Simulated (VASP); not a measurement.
Set up this calculation in VASP 6.6.1, as the native input.

| Quantity | Value |
| --- | --- |
| Task | single point |
| Functional | r2SCAN |
| Potentials or basis | VASP PAW PBE potentials, release 64 (Ge_d, Sn_d) |
| Cutoff | 520 eV |
| k mesh | 6 × 6 × 2 |
| Occupations | fermi-dirac, width 0.02 eV |
| Spin | no spin polarisation |
| Dipole correction | no |
| Further INCAR settings | ALGO = Normal; EDIFF = 1e-06; NBANDS = 51 |

SnGe5:

```
Ge Sn
1.0
     4.05476    0.00000    0.00000
    -2.02738    3.51152    0.00000
     0.00000    0.00000    9.86710
Ge Sn
5 1
Cartesian
  0.0000 0.0000 -0.1348
  2.0274 1.1705 6.5715
  0.0000 2.3410 3.4249
  2.0274 1.1705 8.9847
  0.0000 2.3410 5.8270
  0.0000 0.0000 2.4612
```

This cell differs from its parent crystal: volume changed by -6%.

The input as run:

POSCAR

```
SnGe5
1.0
    4.0547565911      0.0000000000      0.0000000000
   -2.0273782956      3.5115222140      0.0000000000
    0.0000000000      0.0000000000      9.8670956024
Ge Sn
5 1
Direct
    0.0000000000      0.0000000000     -0.0136609198
    0.6666666667      0.3333333333      0.6660040336
    0.3333333333      0.6666666667      0.3471035193
    0.6666666667      0.3333333333      0.9105677718
    0.3333333333      0.6666666667      0.5905532683
    0.0000000000      0.0000000000      0.2494323267
```

INCAR.step1

```
SYSTEM = SnGe5
PREC = Accurate
ENCUT = 520
ISMEAR = -1
SIGMA = 0.02
LREAL = .False.
LASPH = .True.
NELM = 80
NBANDS = 51
GGA = PE
ALGO = Normal
EDIFF = 1E-4
LWAVE = .True.
LCHARG = .False.
```

INCAR.step2

```
SYSTEM = SnGe5
PREC = Accurate
ENCUT = 520
EDIFF = 1E-6
ISMEAR = -1
SIGMA = 0.02
LREAL = .False.
LASPH = .True.
NELM = 80
ALGO = Normal
ISIF = 2
LWAVE = .False.
LCHARG = .False.
METAGGA = R2SCAN
LMIXTAU = .True.
NBANDS = 51
ISTART = 1
```

KPOINTS

```
regular mesh
0
Gamma
  6 6 2
  0 0 0
```

Potentials or basis: VASP PAW PBE potentials, release 64 (Ge_d, Sn_d).

Launch:

```console
$ cat potpaw_PBE.64/Ge_d/POTCAR potpaw_PBE.64/Sn_d/POTCAR > POTCAR
$ cp INCAR.step1 INCAR
$ mpirun -np 1 vasp_std > vasp.out
$ cp INCAR.step2 INCAR
$ mpirun -np 1 vasp_std > vasp.out
```

Results of the run:

The pressure is 4.6 GPa. The largest force is 0.127 eV/Å. The band gap on the k mesh is zero (band 42 reaches 5.62 eV, above the bottom of band 43 at 5.53 eV).

Caveat: the PAW data sets were made with another functional, which shifts forces and pressure a little; spin-orbit coupling is left out, which moves the levels of the heavy elements.

Wall time 4.6 min on 1 thread of AMD EPYC 9R45 96-Core Processor (Zen 5), on a shared host, peak memory 0.29 GiB.
